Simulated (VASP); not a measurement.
Write the native input for VASP 6.6.1 that does the following.

| Quantity | Value |
| --- | --- |
| Task | single point |
| Functional | LDA |
| Potentials or basis | VASP PAW LDA potentials, release 64 (Se) |
| Cutoff | 520 eV |
| k mesh | 13 × 13 × 13 |
| Occupations | fermi-dirac, width 0.08 eV |
| Spin | no spin polarisation |
| Dipole correction | no |
| Further INCAR settings | ALGO = Normal; EDIFF = 1e-06; NBANDS = 9 |

The structure of Se lies in POSCAR:

```
Se
1.0
    2.7692252750      0.0000000000      0.0000000000
    0.0000000000      2.7692252750      0.0000000000
    0.0000000000      0.0000000000      2.7692252750
Se
1
Direct
    0.0000000000      0.0000000000      0.0000000000
```

The input as run:

INCAR

```
SYSTEM = Se
ALGO = Normal ; EDIFF = 1E-6
ENCUT = 520 ; GGA = CA
ISIF = 2 ; ISMEAR = -1
LASPH = .True. ; LCHARG = .False.
LREAL = .False. ; LWAVE = .False.
NBANDS = 9 ; NELM = 100
PREC = Accurate ; SIGMA = 0.08
```

KPOINTS

```
k-points
0
Gamma
  13 13 13
  0 0 0
```

Potentials or basis: VASP PAW LDA potentials, release 64 (Se).

Launch:

```bash
$ cat potpaw_LDA.64/Se/POTCAR > POTCAR
$ mpirun -np 1 vasp_std > vasp.out
```

Results of the run:

```yaml
Pressure: 0.1 GPa
Band_gap_on_the_k_mesh: zero (band 3 reaches 8.52 eV, above the bottom of band 4 at 2.03 eV)
```

It took 3.6 s on 1 thread of Intel(R) Xeon(R) 6975P-C (Granite Rapids), with other jobs on the host, peak memory 0.13 GiB.
